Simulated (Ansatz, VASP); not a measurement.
# Two plane-wave programs on Cr5Ru

File INCAR:

```
ALGO = Normal ; EDIFF = 1E-6
EDIFFG = -0.01 ; ENCUT = 600
GGA = PE ; IBRION = 2
ISIF = 3 ; ISMEAR = -1
LASPH = True ; LCHARG = False
LREAL = False ; LWAVE = False
NELM = 80 ; NSW = 60
PREC = Accurate ; SIGMA = 0.1
```

File KPOINTS:

```
k-points
0
Gamma
  5 5 5
```

POSCAR

```
Cr5Ru
1.0
    0.0000000000      3.2395120000      3.2395120000
    3.2395120000      0.0000000000      3.2395120000
    3.2395120000      3.2395120000      0.0000000000
Cr Ru
5 1
Direct
    0.6250000000      0.6250000000      0.6250000000
    0.1250000000      0.6250000000      0.6250000000
    0.6250000000      0.6250000000      0.1250000000
    0.6250000000      0.1250000000      0.6250000000
    0.2500000000      0.2500000000      0.2500000000
    0.0000000000      0.0000000000      0.0000000000
```

Input for Ansatz:

```yaml
crystal:
  lattice:
    - [0.0, 3.239512, 3.239512]
    - [3.239512, 0.0, 3.239512]
    - [3.239512, 3.239512, 0.0]
  atoms:
    - { symbol: Cr, position: [0.625, 0.625, 0.625] }
    - { symbol: Cr, position: [0.125, 0.625, 0.625] }
    - { symbol: Cr, position: [0.625, 0.625, 0.125] }
    - { symbol: Cr, position: [0.625, 0.125, 0.625] }
    - { symbol: Ru, position: [0.0, 0.0, 0.0] }
    - { symbol: Cr, position: [0.25, 0.25, 0.25] }
  symmetry: { tolerance: 0.0003 }
kpoints:
  mp_grid: { grid: [5, 5, 5], shift: [0, 0, 0] }
magnetization:
  spin_polarized: false
scf:
  occupations: { method: fermi_dirac }
  mixing: { algorithm: msr1, beta: 0.2, ndim: 2 }
hamiltonian:
  pseudopotentials: { kind: paw }
  xc: pbe
basis:
  ecutwfc: 420
output:
  forces: true
  stress: true
  eigenvalues: true
relax:
  max_steps: 40
  cell: {}
```

Alike in both runs: task relaxation of cell and atoms; functional PBE; k mesh 5 × 5 × 5; no spin polarisation.

|  | VASP | Ansatz |
| --- | --- | --- |
| version | VASP 6.6.1 | Ansatz 0.2.0 |
| potentials or method | VASP PAW PBE potentials, release 64 (Cr_pv, Ru_pv), cutoff 600 eV | PAW plane waves |
| occupations | fermi-dirac, width 0.1 eV | fermi-dirac |
| valence electrons in the cell | 74 | 86 |

Ansatz gave:

| Quantity | Value |
| --- | --- |
| gap on the k mesh at the Fermi level, each at its own relaxed structure (eV) | none |
| relaxed volume (Å³/atom) | 12.23 |

Q: Which values does VASP return?

A: gap on the k mesh at the Fermi level, each at its own relaxed structure (eV): none; relaxed volume (Å³/atom): 12.21.

A gap of «none» marks a metal or a gap that the smearing closes. VASP's potentials hold 74 valence electrons a cell and Ansatz's 86, so a difference there can come from the potentials and not from the codes.
